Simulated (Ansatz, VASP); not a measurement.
## Two plane-wave programs on Ru

```
Ru
1.0
     0.00000    0.00000   -4.29677
     5.43999    0.00000    0.00000
    -2.72000   -4.71117    0.00000
Ru
8
Direct
  0.75000 0.83333 0.16667
  0.75000 0.33333 0.16667
  0.75000 0.83333 0.66667
  0.75000 0.33333 0.66667
  0.25000 0.16667 0.33333
  0.25000 0.66667 0.33333
  0.25000 0.16667 0.83333
  0.25000 0.66667 0.83333
```

Alike in both runs: task relaxation of cell and atoms; functional PBE; k mesh 8 × 6 × 6; occupations gaussian, width 0.1 eV; no spin polarisation.

```csv
,VASP,Ansatz
version,VASP 6.6.1,Ansatz 0.2.0
potentials or method,"VASP PAW PBE potentials, release 64 (Ru_pv), cutoff 600 eV","scalar-relativistic, plane waves, PAW"
valence electrons in the cell,112,128
```

Ansatz gave:

* gap on the k mesh at the Fermi level, each at its own relaxed structure (eV): none
* relaxed volume (Å³/atom): 13.77
* relaxed length of the cell vector where the two differ most in proportion (Å): 4.297

Problem. Estimate VASP's values.

Solution. gap on the k mesh at the Fermi level, each at its own relaxed structure (eV): none; relaxed volume (Å³/atom): 13.76; relaxed length of the cell vector where the two differ most in proportion (Å): 4.296.

A gap of «none» marks a metal or a gap that the smearing closes. VASP's potentials hold 112 valence electrons a cell and Ansatz's 128, so a difference there can come from the potentials and not from the codes.
